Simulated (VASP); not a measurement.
Input of a VASP 6.6.1 run:

Contents of POSCAR:

```
RbBr
1.0
    0.0000000000      3.5083429181      3.5083429181
    3.5083429181      0.0000000000      3.5083429181
    3.5083429181      3.5083429181      0.0000000000
Rb Br
1 1
Direct
    0.5000000000      0.5000000000      0.5000000000
    0.0000000000      0.0000000000      0.0000000000
```

INCAR.step1

```
SYSTEM = RbBr
PREC = Accurate
ENCUT = 520
EDIFF = 1E-5
ISMEAR = 0
SIGMA = 0.05
LREAL = .FALSE.
LASPH = .TRUE.
NELM = 100
ALGO = Normal
ISIF = 2
LWAVE = .TRUE.
LCHARG = .FALSE.
NBANDS = 15
GGA = PE
```

File INCAR.step2:

```
SYSTEM = RbBr
PREC = Accurate
ENCUT = 520
EDIFF = 1E-6
ISMEAR = 0
SIGMA = 0.05
LREAL = .FALSE.
LASPH = .TRUE.
NELM = 100
ALGO = Normal
ISIF = 2
LWAVE = .FALSE.
LCHARG = .FALSE.
GGA = PE
LHFCALC = .TRUE.
HFSCREEN = 0.2079
PRECFOCK = Normal
NBANDS = 15
ISTART = 1
```

The input KPOINTS:

```
regular mesh
0
G
  4 4 4
  0 0 0
```

Potentials or basis: VASP PAW PBE potentials, release 64 (Rb_sv, Br).

Command:

```bash
$ cat potpaw_PBE.64/Rb_sv/POTCAR potpaw_PBE.64/Br/POTCAR > POTCAR
$ cp INCAR.step1 INCAR
$ mpirun -np 1 vasp_std > vasp.out
$ cp INCAR.step2 INCAR
$ mpirun -np 1 vasp_std > vasp.out
```

(1) Predict the band gap on the k mesh.

(2) What does it give for the pressure?

Answers

(1) 5.33 eV.

(2) -0.2 GPa.

Caveat: the PAW data sets were made with another functional, which shifts forces and pressure a little.
